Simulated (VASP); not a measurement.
# LiGeBr3 (Pm-3m) in VASP: further runs

LiGeBr3 is run at these levels: PBE; tasks: single point, relaxation of cell and atoms.

Program: VASP 6.6.1. These are calculated values, not measurements. Logs are shortened: lines on timing, memory, paths and dates and some standing lists are left out, and cuts for length are marked.

### 1 The cell of the first run

The structure is cubic, space group Pm-3m (No. 221). Conventional cell: a = 4.781 Å, b = 4.781 Å, c = 4.781 Å, α = 90.00°, β = 90.00°, γ = 90.00°. Within 4.4 Å of Li (site symmetry m-3m) lie 12 Br at 3.38 Å and 8 Ge at 4.14 Å. Ge (site symmetry m-3m) has 6 Br at 2.39 Å within 3.2 Å. Br (site symmetry 4/mmm) has 2 Ge at 2.39 Å within 3.2 Å.

### 2 Single point, PBE

Input file INCAR:

```
SYSTEM = LiGeBr3
ALGO = Normal
EDIFF = 1E-6
ENCUT = 520
GGA = PE
ISIF = 2
ISMEAR = 0
LASPH = .TRUE.
LCHARG = .TRUE.
LELF = .TRUE.
LREAL = .FALSE.
LVHAR = .TRUE.
LWAVE = .FALSE.
NBANDS = 27
NELM = 80
PREC = Accurate
SIGMA = 0.1
```

Input file KPOINTS:

```
k-points
0
G
  4 4 4
  0 0 0
```

Input file POSCAR:

```
LiGeBr3
1.0
    4.7812646600      0.0000000000      0.0000000000
    0.0000000000      4.7812646600      0.0000000000
    0.0000000000      0.0000000000      4.7812646600
Li Ge Br
1 1 3
Direct
    0.5000000000      0.5000000000      0.5000000000
    0.0000000000      0.0000000000      0.0000000000
    0.5000000000      0.0000000000      0.0000000000
    0.0000000000      0.5000000000      0.0000000000
    0.0000000000      0.0000000000      0.5000000000
```

Potentials or basis: VASP PAW PBE potentials, release 64 (Li_sv, Ge_d, Br).

Launch:

```console
cat potpaw_PBE.64/Li_sv/POTCAR potpaw_PBE.64/Ge_d/POTCAR potpaw_PBE.64/Br/POTCAR > POTCAR
mpirun -np 1 vasp_std > vasp.out
```

OUTCAR:

```text
SYSTEM = LiGeBr3
   EDIFF = 1E-6
   ENCUT = 520
   GGA = PE
   ISIF = 2
   ISMEAR = 0
   LASPH = .TRUE.
   LREAL = .FALSE.
   NELM = 80
   PREC = Accurate

 ion  position               nearest neighbor table
   1  0.500  0.500  0.500-
   2  0.000  0.000  0.000-   3 2.39   4 2.39   5 2.39   5 2.39   4 2.39   3 2.39
   3  0.500  0.000  0.000-   2 2.39   2 2.39
   4  0.000  0.500  0.000-   2 2.39   2 2.39
   5  0.000  0.000  0.500-   2 2.39   2 2.39

  LATTYP: Found a simple cubic cell.
 ALAT       =     4.7812646600

  Lattice vectors:

 A1 = (   4.7812646600,   0.0000000000,   0.0000000000)
 A2 = (   0.0000000000,   4.7812646600,   0.0000000000)
 A3 = (   0.0000000000,   0.0000000000,   4.7812646600)

Analysis of symmetry for initial positions (statically):
=====================================================================
 Subroutine PRICEL returns:
 Original cell was already a primitive cell.

 Routine SETGRP: Setting up the symmetry group for a
 simple cubic supercell.

 Subroutine GETGRP returns: Found 48 space group operations
 (whereof 48 operations were pure point group operations)
 out of a pool of 48 trial point group operations.

The static configuration has the point symmetry O_h .

Analysis of symmetry for dynamics (positions and initial velocities):
=====================================================================
 Subroutine PRICEL returns:
 Original cell was already a primitive cell.

 Routine SETGRP: Setting up the symmetry group for a
 simple cubic supercell.

 Subroutine GETGRP returns: Found 48 space group operations
 (whereof 48 operations were pure point group operations)
 out of a pool of 48 trial point group operations.

The dynamic configuration has the point symmetry O_h .

 Subroutine INISYM returns: Found 48 space group operations
 (whereof 48 operations are pure point group operations),
 and found     1 'primitive' translations

----------------------------------------------------------------------------------------

                                     Primitive cell

  volume of cell :     109.3021

  direct lattice vectors                    reciprocal lattice vectors
     4.781264660  0.000000000  0.000000000     0.209149686  0.000000000  0.000000000
     0.000000000  4.781264660  0.000000000     0.000000000  0.209149686  0.000000000
     0.000000000  0.000000000  4.781264660     0.000000000  0.000000000  0.209149686

  length of vectors
     4.781264660  4.781264660  4.781264660     0.209149686  0.209149686  0.209149686

  position of ions in fractional coordinates (direct lattice)
     0.500000000  0.500000000  0.500000000
     0.000000000  0.000000000  0.000000000
     0.500000000  0.000000000  0.000000000
     0.000000000  0.500000000  0.000000000
     0.000000000  0.000000000  0.500000000

  ion indices of the primitive-cell ions
   primitive index   ion index
                 1           1
                 2           2
                 3           3
                 4           4
                 5           5

----------------------------------------------------------------------------------------

 KPOINTS: k-points

Automatic generation of k-mesh.
 Grid dimensions read from file:
 generate k-points for:    4    4    4

 Generating k-lattice:

  Cartesian coordinates                     Fractional coordinates (reciprocal lattice)
     0.052287421  0.000000000  0.000000000     0.250000000  0.000000000  0.000000000
     0.000000000  0.052287421  0.000000000     0.000000000  0.250000000  0.000000000
     0.000000000  0.000000000  0.052287421     0.000000000  0.000000000  0.250000000

  Length of vectors
     0.052287421  0.052287421  0.052287421

  Shift w.r.t. Gamma in fractional coordinates (k-lattice)
     0.000000000  0.000000000  0.000000000

 Subroutine IBZKPT returns following result:
 ===========================================

 Found     10 irreducible k-points:

 Following reciprocal coordinates:
            Coordinates               Weight
  0.000000  0.000000  0.000000      1.000000
  0.250000  0.000000  0.000000      6.000000
  0.500000  0.000000  0.000000      3.000000
  0.250000  0.250000  0.000000     12.000000
  0.500000  0.250000  0.000000     12.000000
  0.500000  0.500000  0.000000      3.000000
  0.250000  0.250000  0.250000      8.000000
  0.500000  0.250000  0.250000     12.000000
  0.500000  0.500000  0.250000      6.000000
  0.500000  0.500000  0.500000      1.000000
   k-points           NKPTS =     10   k-points in BZ     NKDIM =     10   number of bands    NBANDS=     27
   number of dos      NEDOS =    301   number of ions     NIONS =      5
   total plane-waves  NPLWV =  46656
   dimension x,y,z NGX =    36 NGY =   36 NGZ =   36
   dimension x,y,z NGXF=    72 NGYF=   72 NGZF=   72
   ions per type =               1   1   3
   NGX,Y,Z   is equivalent  to a cutoff of  12.52, 12.52, 12.52 a.u.
   NGXF,Y,Z  is equivalent  to a cutoff of  25.03, 25.03, 25.03 a.u.
 SYSTEM =  LiGeBr3
   PREC   = accura    normal or accurate (medium, high low for compatibility)
   ISTART =      0    job   : 0-new  1-cont  2-samecut
   ICHARG =      2    charge: 1-file 2-atom 10-const
   ISPIN  =      1    spin polarized calculation?
   LNONCOLLINEAR =      F non collinear calculations
   LSORBIT =      F    spin-orbit coupling
   LASPH  =      T    aspherical Exc in radial PAW
   ENCUT  =  520.0 eV  38.22 Ry    6.18 a.u.   8.89  8.89  8.89*2*pi/ulx,y,z
   NELM   =     80;   NELMIN=  2; NELMDL= -5     # of ELM steps
   EDIFF  = 0.1E-05   stopping-criterion for ELM
   LREAL  =      F    real-space projection
   EDIFFG = 0.1E-04   stopping-criterion for IOM
   NSW    =      0    number of steps for IOM
   IBRION =     -1    ionic relax: 0-MD 1-quasi-New 2-CG
   NFREE  =      0    steps in history (QN), initial steepest desc. (CG)
   ISIF   =      2    stress and relaxation
   ISYM   =      2    0-nonsym 1-usesym 2-fastsym
   POTIM  = 0.5000    time-step for ionic-motion
   TEBEG  =    0.0;   TEEND  =   0.0 temperature during run
   PSTRESS=    0.0 pullay stress
   NELECT =      38.0000    total number of electrons
   NUPDOWN=      -1.0000    fix difference up-down
   EMIN   =  10.00;   EMAX   =-10.00  energy-range for DOS
   EFERMI =   0.00;   METHOD = LEGACY
   ISMEAR =     0;   SIGMA  =   0.10  broadening in eV -4-tet -1-fermi 0-gaus
   EFERMI_NEDOS =   21; number of points for ismear=-14 and -15
   IALGO  =     38    algorithm
   IMIX   =      4    mixing-type and parameters
     AMIX     =   0.40;   BMIX     =  1.00
     AMIX_MAG =   1.60;   BMIX_MAG =  1.00
  volume/ion in A,a.u.               =      21.86       147.52
  Fermi-wavevector in a.u.,A,eV,Ry     =   1.151136  2.175331 18.029267  1.325114
  Thomas-Fermi vector in A             =   2.287795
   LORBIT       =      0    0 simple, 1 ext, 2 COOP (PROOUT), +10 PAW based schemes
   GGA     = PE    functional components
   LHFCALC =     F    Hartree Fock is set to
   AEXX    =    0.0000 exact exchange contribution
   IVDW    =     0    specifies the selected vdW correction
   LEPSILON=     F    determine dielectric tensor
   LRPA    =     F    only Hartree local field effects (RPA)
 non-spin polarized calculation
 Gauss-broadening in eV      SIGMA  =   0.10
  energy-cutoff  :      520.00
  volume of cell :      109.30
 maximum number of plane-waves:      3016
 NGX is ok and might be reduce to    36
   NGX = 17   NGY = 17   NGZ = 17

 number of electron      37.9999973 magnetization

 Free energy of the ion-electron system (eV)
  ---------------------------------------------------
  ext. energy  EPLUGINS =         0.00000000
  ---------------------------------------------------
  free energy    TOTEN  =       -11.96690921 eV

  energy without entropy =      -11.95614812  energy(sigma->0) =      -11.96152866

 E-fermi :   5.9848     XC(G=0):  -9.1368

 val. band max:        5.9841422298   @ k =   0.5000   0.5000   0.2500
 cond. band min:       5.9863835148   @ k =   0.5000   0.5000   0.0000
 fundamental gap:      0.0022412851
 Fermi energy:         5.9847602747

 k-point     1 :       0.0000    0.0000    0.0000
  band No.  band energies     occupation
      1     -44.0242      2.00000
      2     -20.4113      2.00000
      3     -20.4113      2.00000
      4     -20.3203      2.00000
      5     -20.3203      2.00000
      6     -20.3203      2.00000
[... 19 lines left out ...]
     26      11.0053      0.00000
     27      11.0053      0.00000

 k-point     2 :       0.2500    0.0000    0.0000
  band No.  band energies     occupation
      1     -44.0242      2.00000
      2     -20.4112      2.00000
      3     -20.4047      2.00000
      4     -20.3208      2.00000
      5     -20.3208      2.00000
      6     -20.3203      2.00000
[... 19 lines left out ...]
     26      10.5630      0.00000
     27      11.2389      0.00000

 k-point     3 :       0.5000    0.0000    0.0000
  band No.  band energies     occupation
      1     -44.0241      2.00000
      2     -20.4112      2.00000
      3     -20.3980      2.00000
      4     -20.3213      2.00000
      5     -20.3213      2.00000
      6     -20.3203      2.00000
[... 19 lines left out ...]
     26      12.2801      0.00000
     27      12.5816      0.00000

 k-point     4 :       0.2500    0.2500    0.0000
  band No.  band energies     occupation
      1     -44.0242      2.00000
      2     -20.4080      2.00000
      3     -20.4012      2.00000
      4     -20.3213      2.00000
      5     -20.3208      2.00000
      6     -20.3208      2.00000
[... 19 lines left out ...]
     26      10.6943      0.00000
     27      10.7543      0.00000
[... 96 lines left out ...]
      4     -20.3218      2.00000
      5     -20.3218      2.00000
      6     -20.3213      2.00000
[... 19 lines left out ...]
     26      10.4248      0.00000
     27      12.1327      0.00000

 k-point     9 :       0.5000    0.5000    0.2500
  band No.  band energies     occupation
      1     -44.0242      2.00000
      2     -20.3978      2.00000
      3     -20.3909      2.00000
      4     -20.3223      2.00000
      5     -20.3218      2.00000
      6     -20.3218      2.00000
[... 19 lines left out ...]
     26      10.0572      0.00000
     27      13.0135      0.00000

 k-point    10 :       0.5000    0.5000    0.5000
  band No.  band energies     occupation
      1     -44.0242      2.00000
      2     -20.3909      2.00000
      3     -20.3909      2.00000
      4     -20.3223      2.00000
      5     -20.3223      2.00000
      6     -20.3223      2.00000
[... 19 lines left out ...]
     26      10.8731      0.00000
     27      12.1212      0.00000

------------------------ aborting loop because EDIFF is reached ----------------------------------------

  FORCE on cell =-STRESS in cart. coord.  units (eV):
  Direction    XX          YY          ZZ          XY          YZ          ZX
  --------------------------------------------------------------------------------------
  -------------------------------------------------------------------------------------
  Total       15.0132885     15.0132885     15.0132885      0.0000000      0.0000000     -0.0000000
  in kB      220.0685896    220.0685896    220.0685896      0.0000000      0.0000000     -0.0000000
  external PRESSURE =     220.0685896 kB  Pullay stress =       0.0000000 kB

 VOLUME and BASIS-vectors are now :
 -----------------------------------------------------------------------------
  energy-cutoff  :      520.00
  volume of cell :      109.30
      direct lattice vectors                 reciprocal lattice vectors
     4.781264660  0.000000000  0.000000000     0.209149686  0.000000000  0.000000000
     0.000000000  4.781264660  0.000000000     0.000000000  0.209149686  0.000000000
     0.000000000  0.000000000  4.781264660     0.000000000  0.000000000  0.209149686

 POSITION                                       TOTAL-FORCE (eV/Angst)
 -----------------------------------------------------------------------------------
      2.39063      2.39063      2.39063         0.000000      0.000000      0.000000
      0.00000      0.00000      0.00000         0.000000      0.000000      0.000000
      2.39063      0.00000      0.00000         0.000000      0.000000      0.000000
      0.00000      2.39063      0.00000         0.000000      0.000000      0.000000
      0.00000      0.00000      2.39063         0.000000      0.000000      0.000000
 -----------------------------------------------------------------------------------
    total drift:                                0.000000     -0.000000     -0.000000

  FREE ENERGIE OF THE ION-ELECTRON SYSTEM (eV)
  ---------------------------------------------------
  free  energy   TOTEN  =       -11.9669092053 eV

  energy  without entropy=      -11.9561481241  energy(sigma->0) =      -11.96152866
```

Wall time 22 s (1 thread of AMD EPYC 7R43 (Zen 3), shared host); peak memory 0.17 GiB.

Results:

```
Free energy            : -11.9669 eV
Band gap on the k mesh : zero (band 19 reaches 5.99 eV, above the bottom of band 20 at 5.66 eV)
```

Caveat: the cutoff is under 1.25 times the usual one of these potentials, so pressure, stress and relaxed cells hold a basis-set (Pulay) error.

### 3 Single point, PBE

This run uses another cell than the first one, of 33.18 Å³/atom, 1.518 times its volume.

Input file INCAR:

```
SYSTEM = LiGeBr3
ALGO     = Normal         ! electronic algorithm
EDIFF    = 1E-6           ! SCF threshold, eV
ENCUT    = 520            ! plane-wave cutoff, eV
GGA      = PE             ! functional
ISIF     = 2              ! what is computed and relaxed
ISMEAR   = 0              ! smearing method
LASPH    = .TRUE.         ! aspherical terms in the spheres
LCHARG   = .TRUE.         ! write CHGCAR
LELF     = .TRUE.         ! ELF
LREAL    = .FALSE.        ! projectors in reciprocal space
LVHAR    = .TRUE.       
LWAVE    = .FALSE.        ! write WAVECAR
NBANDS   = 27             ! bands
NELM     = 100            ! most SCF steps
PREC     = Accurate       ! precision mode
SIGMA    = 0.1            ! smearing width, eV
```

KPOINTS is that of step 2.

Changes to POSCAR since step 2:

```diff
@@ -2,5 +2,5 @@
 1.0
-    4.7812646600      0.0000000000      0.0000000000
-    0.0000000000      4.7812646600      0.0000000000
-    0.0000000000      0.0000000000      4.7812646600
+    5.4945435745      0.0000000000      0.0000000000
+    0.0000000000      5.4945435745      0.0000000000
+    0.0000000000      0.0000000000      5.4945435745
 Li Ge Br
```

Potentials or basis: VASP PAW PBE potentials, release 64 (Li_sv, Ge_d, Br).

Launch:

```console
cat potpaw_PBE.64/Li_sv/POTCAR potpaw_PBE.64/Ge_d/POTCAR potpaw_PBE.64/Br/POTCAR > POTCAR
mpirun -np 1 vasp_std > vasp.out
```

Run time: 43 s. Hardware: 1 thread of AMD EPYC 7R43 (Zen 3), shared host; peak memory 0.23 GiB.

Results (log left out):

```yaml
Free_energy: -14.8004 eV
Band_gap_on_the_k_mesh: 0.48 eV, direct
```

Levels at points of the mesh, in eV from the valence-band top:
| k point | band 16 | band 17 | band 18 | band 19 | band 20 | band 21 | band 22 | band 23 |
| --- | --- | --- | --- | --- | --- | --- | --- | --- |
| (0.00, 0.00, 0.00) | -2.69 | -2.62 | -2.62 | -2.62 | 1.11 | 5.20 | 5.20 | 5.22 |
| (0.50, 0.00, 0.00) | -2.85 | -2.63 | -2.63 | -1.88 | 1.32 | 2.79 | 2.91 | 4.54 |
| (0.50, 0.50, 0.00) | -3.03 | -3.02 | -2.04 | -0.91 | 1.00 | 1.00 | 2.86 | 3.91 |
| (0.50, 0.50, 0.50) | -2.03 | -2.03 | -2.03 | 0.00 | 0.48 | 0.48 | 0.48 | 1.83 |

Caveat: the cutoff is under 1.25 times the usual one of these potentials, so pressure, stress and relaxed cells hold a basis-set (Pulay) error. A k mesh can miss the band edges.

### 4 Relaxation of cell and atoms, PBE

Input file INCAR:

```
SYSTEM = LiGeBr3
PREC = Accurate
ENCUT = 600
EDIFF = 1E-6
ISMEAR = 0
SIGMA = 0.1
LREAL = .FALSE.
LASPH = .TRUE.
NELM = 100
ALGO = Normal
ISIF = 3
LWAVE = .FALSE.
LCHARG = .FALSE.
GGA = PE
IBRION = 2
NSW = 90
EDIFFG = -0.04
```

Input file KPOINTS:

```
regular mesh
0
G
  4 4 4
  0 0 0
```

Changes to POSCAR since step 3:

```diff
@@ -2,5 +2,5 @@
 1.0
-    5.4945435745      0.0000000000      0.0000000000
-    0.0000000000      5.4945435745      0.0000000000
-    0.0000000000      0.0000000000      5.4945435745
+    4.7812646600      0.0000000000      0.0000000000
+    0.0000000000      4.7812646600      0.0000000000
+    0.0000000000      0.0000000000      4.7812646600
 Li Ge Br
```

Launch:

```console
cat potpaw_PBE.64/Li_sv/POTCAR potpaw_PBE.64/Ge_d/POTCAR potpaw_PBE.64/Br/POTCAR > POTCAR
mpirun -np 1 vasp_std > vasp.out
```

It took 76 s on 1 thread of AMD EPYC 7R43 (Zen 3), shared host; peak memory 0.22 GiB.

It converged, with:

* Free energy: -14.7885 eV
* Relaxed volume: 33.52 Å³/atom
* Relaxed cell: a = 5.514 Å, b = 5.514 Å, c = 5.514 Å, α = 90.00°, β = 90.00°, γ = 90.00°
* Space group after relaxing (to 0.05 Å): Pm-3m (No. 221)
* Energy gained by relaxing: 564.4 meV/atom
* Ionic steps: 3
* Pressure after relaxing: -0.1 GPa
* Band gap on the k mesh: 0.53 eV, direct

Step by step:
```
step  energy change (eV)  largest force (eV/Å)  pressure (GPa)  volume (Å³)
   1              0.0000                0.0000           22.02       109.30
   2             -2.8193                0.0000            0.38       164.04
   3             -2.8218                0.0000           -0.13       167.61
```

Final structure:
```
Li Ge Br
1.0
     5.51355    0.00000    0.00000
     0.00000    5.51355    0.00000
     0.00000    0.00000    5.51355
Li Ge Br
1 1 3
Direct
  0.50000 0.50000 0.50000
  0.00000 0.00000 0.00000
  0.50000 0.00000 0.00000
  0.00000 0.50000 0.00000
  0.00000 0.00000 0.50000
```

Levels at points of the mesh, in eV from the valence-band top:
| k point | band 16 | band 17 | band 18 | band 19 | band 20 | band 21 | band 22 | band 23 |
| --- | --- | --- | --- | --- | --- | --- | --- | --- |
| (0.00, 0.00, 0.00) | -2.61 | -2.54 | -2.54 | -2.54 | 1.20 | 5.30 | 5.30 | 5.30 |
| (0.50, 0.00, 0.00) | -2.77 | -2.55 | -2.55 | -1.84 | 1.37 | 2.86 | 2.98 | 4.60 |
| (0.50, 0.50, 0.00) | -2.94 | -2.94 | -1.97 | -0.89 | 1.04 | 1.04 | 2.95 | 3.98 |
| (0.50, 0.50, 0.50) | -1.96 | -1.96 | -1.96 | 0.00 | 0.53 | 0.53 | 0.53 | 1.93 |

Caveat: the cutoff is under 1.25 times the usual one of these potentials, so pressure, stress and relaxed cells hold a basis-set (Pulay) error; the volume moved by over 15 % at a fixed basis, so the end points are rough.

### 5 The runs side by side

| task | cell | cutoff (eV) | gap on the mesh (eV) |
| --- | --- | --- | --- |
| single point | a = 4.781 Å, 5 atoms | 520 | none |
| single point | a = 5.495 Å, 5 atoms | 520 | 0.48 |
| relaxation of cell and atoms | relaxed from a = 4.781 Å, 5 atoms | 600 | 0.53 |

Alike in all rows: level PBE; potentials or basis VASP PAW PBE potentials, release 64 (Li_sv, Ge_d, Br); no spin polarisation; k mesh 4 × 4 × 4; smearing gaussian 0.1 eV.

Caveats: the cutoff is under 1.25 times the usual one of these potentials, so pressure, stress and relaxed cells hold a basis-set (Pulay) error; the volume moved by over 15 % at a fixed basis, so the end points are rough (some runs).

Total energies depend on the potentials used, so only differences within one code and one set of settings carry meaning.
